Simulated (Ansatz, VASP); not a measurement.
**BeTe in VASP and in Ansatz**

```xyz
2
Lattice="2.7772 2.7772 0.0000 -2.7772 2.7772 0.0000 0.0000 2.7772 2.7772" Properties=species:S:1:pos:R:3 pbc="T T T"
Be    0.0000    0.0000    0.0000
Te    1.3886    4.1658    1.3886
```

Change from the starting cell: unstrained.

Alike in both runs: task single point; functional LDA; k mesh 8 × 8 × 8; no spin polarisation.

|  | VASP | Ansatz |
| --- | --- | --- |
| version | VASP 6.6.1 | Ansatz 0.2.0 |
| potentials or method | VASP PAW LDA potentials, release 64 (Be, Te), cutoff 520 eV | all-electron LAPW, scalar-relativistic |
| occupations | gaussian, width 0.01 eV | fixed |

```csv
,VASP,Ansatz,Ansatz less VASP
gap on the k mesh at the Fermi level (eV),1.77,1.79,+0.019
pressure (GPa),0.3,0.0,-0.27
```

LDA's correlation is that of Perdew and Zunger in VASP and of Perdew and Wang (1992) in Ansatz. Ansatz ran all-electron here, and VASP with PAW potentials.

Neither program's run includes spin-orbit coupling.
